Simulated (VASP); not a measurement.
# GaN (F-43m) in VASP: a series of runs, part 2 of 3

VASP 6.6.1. Earlier steps stand in the parts before.

### 3 Single point, PBE+D3(BJ)

This run uses another cell than the first one, of 11.53 Å³/atom.

The input, INCAR:

```
SYSTEM = GaN
PREC     = Accurate       ! precision mode
ENCUT    = 600            ! plane-wave cutoff, eV
EDIFF    = 1E-6           ! SCF threshold, eV
ISMEAR   = 0              ! smearing method
SIGMA    = 0.02           ! smearing width, eV
LREAL    = .FALSE.        ! projectors in reciprocal space
LASPH    = .TRUE.         ! aspherical terms in the spheres
NELM     = 120            ! most SCF steps
ALGO     = Normal         ! electronic algorithm
ISIF     = 2              ! what is computed and relaxed
LWAVE    = .FALSE.        ! write WAVECAR
LCHARG   = .FALSE.        ! write CHGCAR
GGA      = PE             ! functional
IVDW     = 12             ! dispersion correction
NBANDS   = 16             ! bands
GGA_COMPAT= .FALSE.
```

The input, KPOINTS:

```
regular mesh
0
G
  10 10 10
  0 0 0
```

The input, POSCAR:

```
GaN
1.0
    0.0000000000      2.2591221385      2.2591221385
    2.2591221385      0.0000000000      2.2591221385
    2.2591221385      2.2591221385      0.0000000000
Ga N
1 1
Direct
    0.0000000000      0.0000000000      0.0000000000
    0.2500000000      0.2500000000      0.2500000000
```

Potentials or basis: VASP PAW PBE potentials, release 64 (Ga_d, N).

On the command line:

```console
> cat potpaw_PBE.64/Ga_d/POTCAR potpaw_PBE.64/N/POTCAR > POTCAR
> mpirun -np 1 vasp_std > vasp.out
```

OUTCAR:

```text
SYSTEM = GaN
   PREC = Accurate
   ENCUT = 600
   EDIFF = 1E-6
   ISMEAR = 0
   LREAL = .FALSE.
   LASPH = .TRUE.
   NELM = 120
   ISIF = 2
   GGA = PE
   IVDW = 12
 IVDW          = 12

 ion  position               nearest neighbor table
   1  0.000  0.000  0.000-   2 1.96   2 1.96   2 1.96   2 1.96
   2  0.250  0.250  0.250-   1 1.96   1 1.96   1 1.96   1 1.96

  LATTYP: Found a face centered cubic cell.
 ALAT       =     4.5182442770

  Lattice vectors:

 A1 = (   0.0000000000,   2.2591221385,   2.2591221385)
 A2 = (   2.2591221385,   0.0000000000,   2.2591221385)
 A3 = (   2.2591221385,   2.2591221385,   0.0000000000)

Analysis of symmetry for initial positions (statically):
=====================================================================
 Subroutine PRICEL returns:
 Original cell was already a primitive cell.

 Routine SETGRP: Setting up the symmetry group for a
 face centered cubic supercell.

 Subroutine GETGRP returns: Found 24 space group operations
 (whereof 24 operations were pure point group operations)
 out of a pool of 48 trial point group operations.

The static configuration has the point symmetry T_d .

Analysis of symmetry for dynamics (positions and initial velocities):
=====================================================================
 Subroutine PRICEL returns:
 Original cell was already a primitive cell.

 Routine SETGRP: Setting up the symmetry group for a
 face centered cubic supercell.

 Subroutine GETGRP returns: Found 24 space group operations
 (whereof 24 operations were pure point group operations)
 out of a pool of 48 trial point group operations.

The dynamic configuration has the point symmetry T_d .

 Subroutine INISYM returns: Found 24 space group operations
 (whereof 24 operations are pure point group operations),
 and found     1 'primitive' translations

----------------------------------------------------------------------------------------

                                     Primitive cell

  volume of cell :      23.0595

  direct lattice vectors                    reciprocal lattice vectors
     0.000000000  2.259122138  2.259122138    -0.221324908  0.221324908  0.221324908
     2.259122138  0.000000000  2.259122138     0.221324908 -0.221324908  0.221324908
     2.259122138  2.259122138  0.000000000     0.221324908  0.221324908 -0.221324908

  length of vectors
     3.194881167  3.194881167  3.194881167     0.383345986  0.383345986  0.383345986

  position of ions in fractional coordinates (direct lattice)
     0.000000000  0.000000000  0.000000000
     0.250000000  0.250000000  0.250000000

  ion indices of the primitive-cell ions
   primitive index   ion index
                 1           1
                 2           2

----------------------------------------------------------------------------------------

 KPOINTS: regular mesh

Automatic generation of k-mesh.
 Grid dimensions read from file:
 generate k-points for:   10   10   10

 Generating k-lattice:

  Cartesian coordinates                     Fractional coordinates (reciprocal lattice)
    -0.022132491  0.022132491  0.022132491     0.100000000  0.000000000  0.000000000
     0.022132491 -0.022132491  0.022132491     0.000000000  0.100000000  0.000000000
     0.022132491  0.022132491 -0.022132491     0.000000000  0.000000000  0.100000000

  Length of vectors
     0.038334599  0.038334599  0.038334599

  Shift w.r.t. Gamma in fractional coordinates (k-lattice)
     0.000000000  0.000000000  0.000000000

 Subroutine IBZKPT returns following result:
 ===========================================

 Found     47 irreducible k-points:

 Following reciprocal coordinates:
            Coordinates               Weight
  0.000000  0.000000  0.000000      1.000000
  0.100000  0.000000  0.000000      8.000000
  0.200000  0.000000  0.000000      8.000000
  0.300000  0.000000  0.000000      8.000000
  0.400000  0.000000  0.000000      8.000000
  0.500000  0.000000  0.000000      4.000000
[... 16 lines left out ...]
  0.300000  0.300000  0.000000      6.000000
  0.400000  0.300000  0.000000     24.000000
 [... further k-points ...]
   k-points           NKPTS =     47   k-points in BZ     NKDIM =     47   number of bands    NBANDS=     16
   number of dos      NEDOS =    301   number of ions     NIONS =      2
   total plane-waves  NPLWV =  21952
   dimension x,y,z NGX =    28 NGY =   28 NGZ =   28
   dimension x,y,z NGXF=    56 NGYF=   56 NGZF=   56
   ions per type =               1   1
   NGX,Y,Z   is equivalent  to a cutoff of  14.57, 14.57, 14.57 a.u.
   NGXF,Y,Z  is equivalent  to a cutoff of  29.14, 29.14, 29.14 a.u.
 SYSTEM =  GaN
   PREC   = accura    normal or accurate (medium, high low for compatibility)
   ISTART =      0    job   : 0-new  1-cont  2-samecut
   ICHARG =      2    charge: 1-file 2-atom 10-const
   ISPIN  =      1    spin polarized calculation?
   LNONCOLLINEAR =      F non collinear calculations
   LSORBIT =      F    spin-orbit coupling
   LASPH  =      T    aspherical Exc in radial PAW
   ENCUT  =  600.0 eV  44.10 Ry    6.64 a.u.   6.38  6.38  6.38*2*pi/ulx,y,z
   NELM   =    120;   NELMIN=  2; NELMDL= -5     # of ELM steps
   EDIFF  = 0.1E-05   stopping-criterion for ELM
   LREAL  =      F    real-space projection
[... 7 lines left out ...]
   TEBEG  =    0.0;   TEEND  =   0.0 temperature during run
   PSTRESS=    0.0 pullay stress
   NELECT =      18.0000    total number of electrons
   NUPDOWN=      -1.0000    fix difference up-down
   EMIN   =  10.00;   EMAX   =-10.00  energy-range for DOS
   EFERMI =   0.00;   METHOD = LEGACY
   ISMEAR =     0;   SIGMA  =   0.02  broadening in eV -4-tet -1-fermi 0-gaus
   EFERMI_NEDOS =   21; number of points for ismear=-14 and -15
   IALGO  =     38    algorithm
   IMIX   =      4    mixing-type and parameters
     AMIX     =   0.40;   BMIX     =  1.00
     AMIX_MAG =   1.60;   BMIX_MAG =  1.00
  volume/ion in A,a.u.               =      11.53        77.81
  Fermi-wavevector in a.u.,A,eV,Ry     =   1.507356  2.848491 30.914115  2.272123
  Thomas-Fermi vector in A             =   2.617953
   LORBIT       =      0    0 simple, 1 ext, 2 COOP (PROOUT), +10 PAW based schemes
   GGA     = PE    functional components
   LHFCALC =     F    Hartree Fock is set to
   AEXX    =    0.0000 exact exchange contribution
   IVDW    =    12    specifies the selected vdW correction
   LEPSILON=     F    determine dielectric tensor
   LRPA    =     F    only Hartree local field effects (RPA)
 non-spin polarized calculation
 Gauss-broadening in eV      SIGMA  =   0.02
  energy-cutoff  :      600.00
  volume of cell :       23.06
 maximum number of plane-waves:       785
 NGX is ok and might be reduce to    28
   NGX = 13   NGY = 13   NGZ = 13

 number of electron      18.0000005 magnetization

 Free energy of the ion-electron system (eV)
  ---------------------------------------------------
  ext. energy  EPLUGINS =         0.00000000
  ---------------------------------------------------
  free energy    TOTEN  =       -12.14942755 eV

  energy without entropy =      -12.14942755  energy(sigma->0) =      -12.14942755

 E-fermi :   5.4079     XC(G=0): -11.6271

 val. band max:        5.2002213168   @ k =   0.0000   0.0000   0.0000
 cond. band min:       6.8763778374   @ k =   0.0000   0.0000   0.0000
 fundamental gap:      1.6761565206
 Fermi energy:         5.4078875107

 k-point     1 :       0.0000    0.0000    0.0000
  band No.  band energies     occupation
      1     -10.6704      2.00000
      2      -8.2360      2.00000
      3      -8.2360      2.00000
      4      -8.2360      2.00000
      5      -7.9238      2.00000
      6      -7.9238      2.00000
[... 8 lines left out ...]
     15      23.9990      0.00000
     16      23.9990      0.00000

 k-point     2 :       0.1000    0.0000    0.0000
  band No.  band energies     occupation
      1     -10.5622      2.00000
      2      -8.2227      2.00000
      3      -8.2227      2.00000
      4      -8.1966      2.00000
      5      -7.9251      2.00000
      6      -7.9251      2.00000
[... 8 lines left out ...]
     15      22.7035      0.00000
     16      22.7055      0.00000
[... 387 lines left out ...]
      5      -7.8746      2.00000
      6      -7.4447      2.00000
[... 8 lines left out ...]
     15      27.1640      0.00000
     16      27.5363      0.00000

 k-point    24 :       0.4000    0.3000    0.0000
  band No.  band energies     occupation
      1      -9.7230      2.00000
      2      -8.1078      2.00000
      3      -8.0169      2.00000
      4      -8.0165      2.00000
      5      -7.8646      2.00000
      6      -6.9923      2.00000
[... 8 lines left out ...]
     15      27.3885      0.00000
     16      27.5467      0.00000

 [... further k-points ...]

------------------------ aborting loop because EDIFF is reached ----------------------------------------

 Edisp (eV)   -0.50428

 E8    (eV) :    -0.2046

  FORCE on cell =-STRESS in cart. coord.  units (eV):
  Direction    XX          YY          ZZ          XY          YZ          ZX
  --------------------------------------------------------------------------------------
  -------------------------------------------------------------------------------------
  Total      -0.01481    -0.01481    -0.01481    -0.00000    -0.00000    -0.00000
  in kB      -1.02869    -1.02869    -1.02869    -0.00000    -0.00000    -0.00000
  external pressure =       -1.03 kB  Pullay stress =        0.00 kB

 VOLUME and BASIS-vectors are now :
 -----------------------------------------------------------------------------
  energy-cutoff  :      600.00
  volume of cell :       23.06
      direct lattice vectors                 reciprocal lattice vectors
     0.000000000  2.259122138  2.259122138    -0.221324908  0.221324908  0.221324908
     2.259122138  0.000000000  2.259122138     0.221324908 -0.221324908  0.221324908
     2.259122138  2.259122138  0.000000000     0.221324908  0.221324908 -0.221324908

 POSITION                                       TOTAL-FORCE (eV/Angst)
 -----------------------------------------------------------------------------------
      0.00000      0.00000      0.00000         0.000000      0.000000      0.000000
      1.12956      1.12956      1.12956        -0.000000     -0.000000     -0.000000
 -----------------------------------------------------------------------------------
    total drift:                                0.000000      0.000000      0.000000

  FREE ENERGIE OF THE ION-ELECTRON SYSTEM (eV)
  ---------------------------------------------------
  free  energy   TOTEN  =       -12.6537117303 eV

  energy  without entropy=      -12.6537117303  energy(sigma->0) =      -12.65371173
```

Run time: 26 s. Hardware: 1 thread of AMD EPYC 7R43 (Zen 3), shared host; peak memory 0.14 GiB.

What came out:

```
Free energy                : -12.6537 eV
Pressure                   : -0.1 GPa
Band gap on the k mesh     : 1.68 eV
Dispersion energy per atom : -0.252 eV
```

(Continued in part 3 of 3.)
